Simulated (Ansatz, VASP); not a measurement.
**InBiO: VASP beside Ansatz**

```xyz
3
Lattice="3.5316 0.0000 0.0000 0.0000 3.5316 0.0000 0.0000 0.0000 5.1235" Properties=species:S:1:pos:R:3 pbc="T T T"
In    0.0000    0.0000    2.5618
Bi    1.7658    1.7658    0.0000
O     1.7658    1.7658    2.5618
```

Alike in both runs: functional PBE; k mesh 14 × 14 × 10; occupations gaussian, width 0.1 eV; no spin polarisation.

Ansatz relaxed the structure, and its values are those at the end. VASP's run is a single point on that final structure, the one shown.

|  | VASP | Ansatz |
| --- | --- | --- |
| version | VASP 6.6.1 | Ansatz 0.2.0 |
| potentials or method | VASP PAW PBE potentials, release 64 (In_d, Bi_d, O), cutoff 520 eV | scalar-relativistic, plane waves, PAW |
| valence electrons in the cell | 34 | 34 |

```tsv
	VASP	Ansatz	Ansatz less VASP
gap on the k mesh at the Fermi level (eV)	none	none	-
pressure (GPa)	0.0	0.0	+0.02
```

A gap of «none» marks a metal or a gap that the smearing closes.

Neither program's run includes spin-orbit coupling.
